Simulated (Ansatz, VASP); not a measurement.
## CoO in VASP and in Ansatz

```
Co O
1.0
     0.00000    2.11719    2.11719
     2.11719    0.00000    2.11719
     2.11719    2.11719    0.00000
Co O
1 1
Direct
  0.00000 0.00000 0.00000
  0.50000 0.50000 0.50000
```

Alike in both runs: task single point; functional PBE; k mesh 11 × 11 × 11; occupations fermi-dirac, width 0.05 eV; collinear spin.

|  | VASP | Ansatz |
| --- | --- | --- |
| version | VASP 6.6.1 | Ansatz 0.2.0 |
| potentials or method | VASP PAW PBE potentials, release 64 (Co, O) | Ansatz PAW |
| plane-wave cutoff (eV) | 520 | 420 |
| valence electrons in the cell | 15 | 23 |

Ansatz gave:

```
gap on the k mesh at the Fermi level (eV)                     : none
pressure (GPa)                                                : 1.5
net moment per atom (μB)                                      : 1.44
size of the moment on the site where the two differ most (μB) : 2.46
```

Task: Which values does VASP return?

Result: gap on the k mesh at the Fermi level (eV): none; pressure (GPa): 1.0; net moment per atom (μB): 1.43; size of the moment on the site where the two differ most (μB): 2.52.

Site moments also hang on the region over which each program counts them. A gap of «none» marks a metal or a gap that the smearing closes. VASP's potentials hold 15 valence electrons a cell and Ansatz's 23, so a difference there can come from the potentials and not from the codes.
